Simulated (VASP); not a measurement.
Write the native input for VASP 6.6.1 that does the following.

```
Task                   : single point
Functional             : r2SCAN
Potentials or basis    : VASP PAW PBE potentials, release 64 (Si)
Cutoff                 : 550 eV
k mesh                 : 12 × 12 × 12
Occupations            : methfessel-paxton, width 0.1 eV
Spin                   : no spin polarisation
Dipole correction      : no
Further INCAR settings : ALGO = Normal; EDIFF = 1e-06; NBANDS = 8
```

The system is Si.

```
Si
1.0
    -1.62691    1.62691    1.32033
     1.62691   -1.62691    1.32033
     1.62691    1.62691   -1.32033
Si
1
Direct
  0.00000 0.00000 0.00000
```

The input as run:

POSCAR

```
Si
1.0
   -1.6269150000      1.6269150000      1.3203300000
    1.6269150000     -1.6269150000      1.3203300000
    1.6269150000      1.6269150000     -1.3203300000
Si
1
Direct
    0.0000000000      0.0000000000      0.0000000000
```

INCAR.step1

```
SYSTEM = Si
PREC = Accurate
ENCUT = 550
ISMEAR = 1
SIGMA = 0.1
LREAL = .False.
LASPH = .True.
NELM = 120
NBANDS = 8
GGA = PE
ALGO = Normal
EDIFF = 1E-5
LWAVE = .True.
LCHARG = .False.
GGA_COMPAT = .False.
```

INCAR.step2

```
SYSTEM = Si
PREC = Accurate
ENCUT = 550
EDIFF = 1E-6
ISMEAR = 1
SIGMA = 0.1
LREAL = .False.
LASPH = .True.
NELM = 120
ALGO = Normal
ISIF = 2
LWAVE = .False.
LCHARG = .False.
METAGGA = R2SCAN
LMIXTAU = .True.
NBANDS = 8
ISTART = 1
GGA_COMPAT = .False.
```

KPOINTS

```
regular mesh
0
Gamma
  12 12 12
  0 0 0
```

Potentials or basis: VASP PAW PBE potentials, release 64 (Si).

The run is started by

```bash
$ cat potpaw_PBE.64/Si/POTCAR > POTCAR
$ cp INCAR.step1 INCAR
$ mpirun -np 1 vasp_std > vasp.out
$ cp INCAR.step2 INCAR
$ mpirun -np 1 vasp_std > vasp.out
```

Results of the run:

```
Pressure               : 0.5 GPa
Band gap on the k mesh : zero (bands 2 and 3 overlap by 14.10 eV)
```

Caveat: the stress differs along the axes, from -3 to 2 GPa; the PAW data sets were made with another functional, which shifts forces and pressure a little.

Run time: 36 s on 1 thread of Intel(R) Xeon(R) Platinum 8375C CPU @ 2.90GHz (Ice Lake), with other jobs on the host, peak memory 0.13 GiB.
